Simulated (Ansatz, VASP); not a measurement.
One calculation of CsNbS3, two programs

INCAR

```
SYSTEM = CsNbS3
PREC = Accurate
ENCUT = 520
EDIFF = 1E-6
ISMEAR = 0
SIGMA = 0.05
LREAL = .FALSE.
LASPH = .TRUE.
NELM = 60
ALGO = Normal
ISIF = 2
LWAVE = .FALSE.
LCHARG = .TRUE.
GGA = PE
LELF = .TRUE.
LVHAR = .TRUE.
NBANDS = 28
```

KPOINTS

```
regular mesh
0
G
  4 4 4
  0 0 0
```

Contents of POSCAR:

```
CsNbS3
1.0
    4.9453311485      0.0000000000      0.0000000000
    0.0000000000      4.9453311485      0.0000000000
    0.0000000000      0.0000000000      4.9453311485
Cs Nb S
1 1 3
Direct
    0.0000000000      0.0000000000      0.0000000000
    0.5000000000      0.5000000000      0.5000000000
    0.5000000000      0.5000000000      0.0000000000
    0.5000000000      0.0000000000      0.5000000000
    0.0000000000      0.5000000000      0.5000000000
```

Input for Ansatz:

```yaml
crystal:
  lattice:
    - [4.9453311485, 0.0, 0.0]
    - [0.0, 4.9453311485, 0.0]
    - [0.0, 0.0, 4.9453311485]
  atoms:
    - { symbol: Cs, position: [0.0, 0.0, 0.0] }
    - { symbol: Nb, position: [0.5, 0.5, 0.5] }
    - { symbol: S, position: [0.5, 0.5, 0.0] }
    - { symbol: S, position: [0.5, 0.0, 0.5] }
    - { symbol: S, position: [0.0, 0.5, 0.5] }
basis:
  ecutwfc: 420
kpoints:
  mp_grid: { grid: [4, 4, 4] }
hamiltonian:
  xc: pbe
scf:
  occupations: { method: gaussian, width: 0.05 }
output:
  forces: true
  stress: true
  eigenvalues: true
```

Alike in both runs: task single point; functional PBE; k mesh 4 × 4 × 4; occupations gaussian, width 0.05 eV; no spin polarisation.

|  | VASP | Ansatz |
| --- | --- | --- |
| version | VASP 6.6.1 | Ansatz 0.2.0 |
| potentials or method | VASP PAW PBE potentials, release 64 (Cs_sv, Nb_sv, S), cutoff 520 eV | scalar-relativistic, plane waves, PAW |
| valence electrons in the cell | 40 | 40 |

```csv
,VASP,Ansatz,Ansatz less VASP
gap on the k mesh at the Fermi level (eV),none,none,-
pressure (GPa),-0.5,-0.4,+0.07
```

A gap of «none» marks a metal or a gap that the smearing closes.

Spin-orbit coupling is off throughout.
